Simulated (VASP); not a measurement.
La3Pb, 4 atoms in the cell. Symmetry: Pm-3m, No. 221, cubic system. Conventional cell: a = 5.073 Å, b = 5.073 Å, c = 5.073 Å, α = 90.00°, β = 90.00°, γ = 90.00°. Within 4.7 Å of La (site symmetry 4/mmm) lie 8 La at 3.59 Å and 4 Pb at 3.59 Å. Pb (site symmetry m-3m) has 12 La at 3.59 Å within 4.7 Å. 

| Quantity | Value |
| --- | --- |
| Program | VASP 6.6.1 |
| Task | relaxation of volume and atoms at fixed shape |
| Functional | PBEsol |
| Potentials or basis | VASP PAW PBE potentials, release 64 (La, Pb_d) |
| Cutoff | 600 eV |
| k mesh | 4 × 4 × 4 |
| Occupations | gaussian, width 0.05 eV |
| Spin | no spin polarisation |
| Dipole correction | no |
| Further INCAR settings | ALGO = Normal; EDIFF = 1e-07; IBRION = 2; EDIFFG = -0.01; NSW = 80; ISIF = 8 |

Potentials or basis: VASP PAW PBE potentials, release 64 (La, Pb_d).

Launch:

```console
$ cat potpaw_PBE.64/La/POTCAR potpaw_PBE.64/Pb_d/POTCAR > POTCAR
$ mpirun -np 1 vasp_std > vasp.out
```

Hardware: 1 thread of AMD EPYC 9R45 96-Core Processor (Zen 5) (shared host).

How long does it take, and how much memory?

It took 2.5 min on 1 thread of AMD EPYC 9R45 96-Core Processor (Zen 5), with other jobs on the host, peak memory 0.26 GiB. Counts: scf iterations 44, k points 10, ion steps 3.
